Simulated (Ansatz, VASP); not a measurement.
SnC2: VASP beside Ansatz

```
Sn C
1.0
     0.00000    3.39337    3.39337
     3.39337    0.00000    3.39337
     3.39337    3.39337    0.00000
Sn C
2 4
Direct
  0.50000 0.50000 0.50000
  0.75000 0.75000 0.75000
  0.12500 0.12500 0.12500
  0.62500 0.12500 0.12500
  0.12500 0.12500 0.62500
  0.12500 0.62500 0.12500
```

Change from the starting cell: species swapped into the ZrNi2 type (Fd-3m, No. 227).

Alike in both runs: task relaxation of cell and atoms; functional PBE; k mesh 10 × 10 × 10; occupations gaussian, width 0.1 eV; no spin polarisation.

|  | VASP | Ansatz |
| --- | --- | --- |
| version | VASP 6.6.1 | Ansatz 0.2.0 |
| potentials or method | VASP PAW PBE potentials, release 64 (Sn_d, C), cutoff 600 eV | scalar-relativistic, plane waves, PAW |
| valence electrons in the cell | 44 | 44 |

```csv
,VASP,Ansatz,Ansatz less VASP
"gap on the k mesh at the Fermi level, each at its own relaxed structure (eV)",none,none,-
relaxed volume (Å³/atom),12.87,12.88,+0.013
relaxed length of the cell vector where the two differ most in proportion (Å),4.780,4.782,+0.0016
```

A gap of «none» marks a metal or a gap that the smearing closes.
